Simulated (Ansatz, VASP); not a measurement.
# Two plane-wave programs on Sn

File INCAR:

```
PREC = Accurate
ENCUT = 520
EDIFF = 1E-6
ISMEAR = 0
SIGMA = 0.05
LREAL = False
LASPH = True
NELM = 80
ALGO = Fast
ISIF = 2
LWAVE = False
LCHARG = False
GGA = PE
NBANDS = 21
```

File KPOINTS:

```
Automatic mesh
0
Gamma
  6 6 6
```

File POSCAR:

```
Sn
1.0
    0.0000000000      3.2333428000      3.2333428000
    3.2333428000      0.0000000000      3.2333428000
    3.2333428000      3.2333428000      0.0000000000
Sn
2
Direct
    0.0000000000      0.0000000000      0.0000000000
    0.2500000000      0.2500000000      0.2500000000
```

Input for Ansatz:

```yaml
crystal:
  lattice:
    - [0.0, 3.2333428, 3.2333428]
    - [3.2333428, 0.0, 3.2333428]
    - [3.2333428, 3.2333428, 0.0]
  atoms:
    - { symbol: Sn, position: [0.0, 0.0, 0.0] }
    - { symbol: Sn, position: [0.25, 0.25, 0.25] }
basis:
  ecutwfc: 420
  ecutrho_ratio: 4
kpoints:
  mp_grid: { grid: [6, 6, 6] }
hamiltonian:
  xc: pbe
scf:
  occupations: { method: gaussian, width: 0.05 }
output:
  forces: true
  stress: true
  eigenvalues: true
```

Alike in both runs: task single point; functional PBE; k mesh 6 × 6 × 6; occupations gaussian, width 0.05 eV; no spin polarisation.

|  | VASP | Ansatz |
| --- | --- | --- |
| version | VASP 6.6.1 | Ansatz 0.2.0 |
| potentials or method | VASP PAW PBE potentials, release 64 (Sn_d), cutoff 520 eV | scalar-relativistic, plane waves, PAW |
| valence electrons in the cell | 28 | 28 |

```csv
,VASP,Ansatz,Ansatz less VASP
gap on the k mesh at the Fermi level (eV),none,none,-
pressure (GPa),3.8,3.9,+0.08
```

A gap of «none» marks a metal or a gap that the smearing closes.
